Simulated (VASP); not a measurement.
Write the native input for VASP 6.6.1 that does the following.

| Property | Result |
| --- | --- |
| Task | single point |
| Functional | PBE |
| Potentials or basis | VASP PAW PBE potentials, release 64 (Ba_sv, Te) |
| Cutoff | 520 eV |
| k mesh | 6 × 6 × 4 |
| Occupations | gaussian, width 0.02 eV |
| Spin | no spin polarisation |
| Dipole correction | no |
| Further INCAR settings | ALGO = Normal; EDIFF = 1e-07; NBANDS = 24 |

The structure of BaTe lies in POSCAR:

```
BaTe
1.0
    5.0022017225      0.0000000000      0.0000000000
   -2.5011008612      4.3320337665      0.0000000000
    0.0000000000      0.0000000000      8.7293777574
Ba Te
2 2
Direct
    0.0000000000      0.0000000000      0.0000000000
    0.0000000000      0.0000000000      0.5000000000
    0.3333333333      0.6666666667      0.7500000000
    0.6666666667      0.3333333333      0.2500000000
```

The input as run:

INCAR

```
ALGO = Normal
EDIFF = 1E-7
ENCUT = 520
GGA = PE
ISIF = 2
ISMEAR = 0
LASPH = True
LCHARG = False
LREAL = False
LWAVE = False
NBANDS = 24
NELM = 60
PREC = Accurate
SIGMA = 0.02
```

KPOINTS

```
k-points
0
Gamma
  6 6 4
```

Potentials or basis: VASP PAW PBE potentials, release 64 (Ba_sv, Te).

Launch:

```sh
$ cat potpaw_PBE.64/Ba_sv/POTCAR potpaw_PBE.64/Te/POTCAR > POTCAR
$ mpirun -np 1 vasp_std > vasp.out
```

Results of the run:

```json
{
 "Pressure": "-1.2 GPa",
 "Band gap on the k mesh": "1.75 eV (least direct gap 1.80 eV)"
}
```

Caveat: spin-orbit coupling is left out, which moves the levels of the heavy elements.

Run time: 4.3 min on 1 thread of Intel Xeon 8259CL, with other jobs on the host, peak memory 0.37 GiB.
